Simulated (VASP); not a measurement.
Here is a VASP 6.6.1 calculation.

File INCAR:

```
ALGO = Normal
EDIFF = 1E-6
ENCUT = 520
ISIF = 2
ISMEAR = 0
ISYM = 0
LASPH = True
LCHARG = False
LREAL = False
LWAVE = False
NBANDS = 55
NELM = 100
PREC = Accurate
SIGMA = 0.02
```

The input KPOINTS:

```
k-points
0
Gamma
  8 2 12
```

POSCAR

```
Ga2O3
1.0
    3.1904749623      0.0000000348      0.0000041669
    0.0000001544     14.1650175102     -0.2363643008
   -1.5952344380      5.3971532887      2.2114631863
Ga O
4 6
Direct
    0.0286869484      0.3119196951      0.0573705497
    0.9713130516      0.6880803049      0.9426294503
    0.1126563964      0.7981262016      0.2253112687
    0.8873436036      0.2018737984      0.7746887313
    0.2545030705      0.2524220645      0.5090072913
    0.7454969295      0.7475779355      0.4909927087
    0.2675190805      0.5607667146      0.5350411221
    0.7324809195      0.4392332854      0.4649588779
    0.2779095145      0.8863137560      0.5558211816
    0.7220904855      0.1136862440      0.4441788184
```

Potentials or basis: VASP PAW LDA potentials, release 64 (Ga_d, O).

The run is started by

```console
$ cat potpaw_LDA.64/Ga_d/POTCAR potpaw_LDA.64/O/POTCAR > POTCAR
$ mpirun -np 1 vasp_std > vasp.out
```

(1) What does it give for the band gap on the k mesh?

(2) Predict the largest force.

(3) Predict the pressure.

Results:

(1) 2.27 eV.

(2) 0.077 eV/Å.

(3) -1.9 GPa.

Caveat: the stress differs along the axes, from -11 to 4 GPa.
